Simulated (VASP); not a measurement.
A run of VASP 6.6.1:

The input INCAR:

```
SYSTEM = Ga
PREC     = Accurate       ! precision mode
ENCUT    = 600            ! plane-wave cutoff, eV
EDIFF    = 1E-7           ! SCF threshold, eV
ISMEAR   = -1             ! smearing method
SIGMA    = 0.05           ! smearing width, eV
LREAL    = .False.        ! projectors in reciprocal space
LASPH    = .True.         ! aspherical terms in the spheres
NELM     = 60             ! most SCF steps
ALGO     = Normal         ! electronic algorithm
ISIF     = 3              ! what is computed and relaxed
LWAVE    = .False.        ! write WAVECAR
LCHARG   = .False.        ! write CHGCAR
GGA      = PE             ! functional
IBRION   = 2              ! ionic algorithm
NSW      = 60             ! ionic steps
EDIFFG   = -0.005         ! ionic threshold
PSTRESS  = 74.0
```

KPOINTS

```
Automatic mesh
0
Gamma
  16 16 16
  0 0 0
```

File POSCAR:

```
Ga
1.0
   -2.5165718975      2.5165718975      1.3841145436
    2.5165718975     -2.5165718975      1.3841145436
    2.5165718975      2.5165718975     -1.3841145436
Ga
2
Direct
   -0.3750000000     -0.1250000000     -0.2500000000
    0.3750000000      0.1250000000      0.2500000000
```

Potentials or basis: VASP PAW PBE potentials, release 64 (Ga_d).

Command:

```console
$ cat potpaw_PBE.64/Ga_d/POTCAR > POTCAR
$ mpirun -np 1 vasp_std > vasp.out
```

Hardware: 1 thread of AMD EPYC 7R13 Processor (Zen 3), with other jobs on the host.

How long does it take, and how much memory?

Run time: 16 min on 1 thread of AMD EPYC 7R13 Processor (Zen 3) (shared host), peak memory 0.32 GiB. Counts: scf iterations 52, k points 349, ion steps 7.
